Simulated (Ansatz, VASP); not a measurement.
One calculation of SbS2, two programs

The input INCAR:

```
  PREC = Accurate
  ENCUT = 520
  EDIFF = 1E-7
  ISMEAR = 0
  SIGMA = 0.1
  LREAL = F
  LASPH = T
  NELM = 80
  ALGO = Normal
  ISIF = 2
  LWAVE = F
  LCHARG = F
  GGA = PE
  NBANDS = 26
```

The input KPOINTS:

```
regular mesh
0
Gamma
  4 4 4
```

File POSCAR:

```
SbS2
1.0
    5.9668100683      0.0000000000      0.0000000000
    0.0000000000      6.1484917851      0.0000000000
    0.0000000000      0.0000000000      4.0161221614
Sb S
2 4
Direct
    0.5000000000      0.5000000000      0.5000000000
    0.0000000000      0.0000000000      0.0000000000
    0.2250000000      0.8250000000      0.5000000000
    0.7250000000      0.6750000000      0.0000000000
    0.7750000000      0.1750000000      0.5000000000
    0.2750000000      0.3250000000      0.0000000000
```

Input for Ansatz:

```yaml
crystal:
  lattice:
    - [5.9668100683, 0.0, 0.0]
    - [0.0, 6.1484917851, 0.0]
    - [0.0, 0.0, 4.0161221614]
  atoms:
    - { symbol: Sb, position: [0.5, 0.5, 0.5] }
    - { symbol: Sb, position: [0.0, 0.0, 0.0] }
    - { symbol: S, position: [0.225, 0.825, 0.5] }
    - { symbol: S, position: [0.725, 0.675, 0.0] }
    - { symbol: S, position: [0.775, 0.175, 0.5] }
    - { symbol: S, position: [0.275, 0.325, 0.0] }
basis:
  ecutwfc: 420
kpoints:
  mp_grid: { grid: [4, 4, 4] }
hamiltonian:
  xc: pbe
scf:
  occupations: { method: gaussian, width: 0.1 }
  lower_state_search: "off"
output:
  forces: true
  stress: true
  eigenvalues: true
```

Alike in both runs: task single point; functional PBE; k mesh 4 × 4 × 4; occupations gaussian, width 0.1 eV; no spin polarisation.

```csv
,VASP,Ansatz
version,VASP 6.6.1,Ansatz 0.2.0
potentials or method,"VASP PAW PBE potentials, release 64 (Sb, S), cutoff 520 eV","scalar-relativistic, plane waves, PAW"
valence electrons in the cell,34,54
```

Ansatz gave:

* gap on the k mesh at the Fermi level (eV): none
* pressure (GPa): 1.3
* traceless stress, the component that is largest in VASP (GPa): 0.83
* rms of the force components (eV/Å): 0.163

Which values does VASP return?

gap on the k mesh at the Fermi level (eV): none; pressure (GPa): 1.1; traceless stress, the component that is largest in VASP (GPa): 0.85; rms of the force components (eV/Å): 0.165.

Atom by atom the forces differ by 0.002 eV/Å (rms over components). A gap of «none» marks a metal or a gap that the smearing closes. VASP's potentials hold 34 valence electrons a cell and Ansatz's 54, so a difference there can come from the potentials and not from the codes.

The k mesh is coarse, so the values compare programs but aren't converged. Neither program's run includes spin-orbit coupling.
